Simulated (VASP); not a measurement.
A run of VASP 6.6.1 is set up as follows.

File INCAR:

```
SYSTEM = AsAu3
  ALGO = Fast
  EDIFF = 1E-6
  ENCUT = 520
  GGA = PE
  ISIF = 2
  ISMEAR = 0
  LASPH = .TRUE.
  LCHARG = .FALSE.
  LREAL = .FALSE.
  LWAVE = .FALSE.
  NBANDS = 48
  NELM = 100
  PREC = Accurate
  SIGMA = 0.1
```

The input KPOINTS:

```
k-points
0
G
  6 6 4
  0 0 0
```

File POSCAR:

```
AsAu3
1.0
    5.9589854558      0.0000000000      0.0000000000
   -2.9794927279      5.1606327855      0.0000000000
    0.0000000000      0.0000000000      4.8089070000
As Au
2 6
Direct
    0.6666666700      0.3333333300      0.2500000000
    0.3333333300      0.6666666700      0.7500000000
    0.3336630000      0.1668315000      0.7500000000
    0.8331685000      0.1668315000      0.7500000000
    0.8331685000      0.6663370000      0.7500000000
    0.6663370000      0.8331685000      0.2500000000
    0.1668315000      0.8331685000      0.2500000000
    0.1668315000      0.3336630000      0.2500000000
```

Potentials or basis: VASP PAW PBE potentials, release 64 (As, Au).

The run is started by

```console
$ cat potpaw_PBE.64/As/POTCAR potpaw_PBE.64/Au/POTCAR > POTCAR
$ mpirun -np 1 vasp_std > vasp.out
```

Task: Predict the band gap on the k mesh.

Result: Zero (band 38 reaches 8.45 eV, above the bottom of band 39 at 6.91 eV).

Task: What does it give for the pressure?

Result: -1.0 GPa.

Forces in eV/Å, atoms in the order of the input:
```
As   0.000  0.000  0.000
As   0.000  0.000  0.000
Au  -0.028 -0.016  0.000
Au   0.028 -0.016  0.000
Au   0.000  0.033  0.000
Au   0.028  0.016  0.000
Au  -0.028  0.016  0.000
Au   0.000 -0.033  0.000
```

Caveat: spin-orbit coupling is left out, which moves the levels of the heavy elements.
